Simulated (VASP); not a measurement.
Set up this calculation in VASP 6.6.1, as the native input.

```
Task                   : single point
Functional             : PBE
Potentials or basis    : VASP PAW PBE potentials, release 64 (Zn, Ge_d, O)
Cutoff                 : 520 eV
k mesh                 : 4 × 4 × 4
Occupations            : gaussian, width 0.1 eV
Spin                   : no spin polarisation
Dipole correction      : no
Further INCAR settings : ALGO = Normal; EDIFF = 1e-06; NBANDS = 36
```

The structure of Zn3GeO lies in POSCAR:

```
Zn3GeO
1.0
    4.6775798214      0.0000000000      0.0000000000
    0.0000000000      4.6775798214      0.0000000000
    0.0000000000      0.0000000000      4.6775798214
Zn Ge O
3 1 1
Direct
    0.0000000000      0.5000000000      0.5000000000
    0.5000000000      0.0000000000      0.5000000000
    0.5000000000      0.5000000000      0.0000000000
    0.5000000000      0.5000000000      0.5000000000
    0.0000000000      0.0000000000      0.0000000000
```

The cell was built from a structure type or drawn by symmetry, and may not be a known phase.

These files were run (other wordings do the same):

INCAR

```
PREC = Accurate
ENCUT = 520
EDIFF = 1E-6
ISMEAR = 0
SIGMA = 0.1
LREAL = False
LASPH = True
NELM = 80
ALGO = Normal
ISIF = 2
LWAVE = False
LCHARG = True
GGA = PE
LELF = True
LVHAR = True
NBANDS = 36
```

KPOINTS

```
Automatic mesh
0
Gamma
  4 4 4
```

Potentials or basis: VASP PAW PBE potentials, release 64 (Zn, Ge_d, O).

The run is started by

```bash
$ cat potpaw_PBE.64/Zn/POTCAR potpaw_PBE.64/Ge_d/POTCAR potpaw_PBE.64/O/POTCAR > POTCAR
$ mpirun -np 1 vasp_std > vasp.out
```

It gave:

```yaml
Pressure: 0.2 GPa
Band_gap_on_the_k_mesh: zero (bands 28 and 29 overlap by 0.06 eV)
```

Wall time 18 s on 1 thread of Intel(R) Xeon(R) 6975P-C (Granite Rapids), with other jobs on the host, peak memory 0.22 GiB.
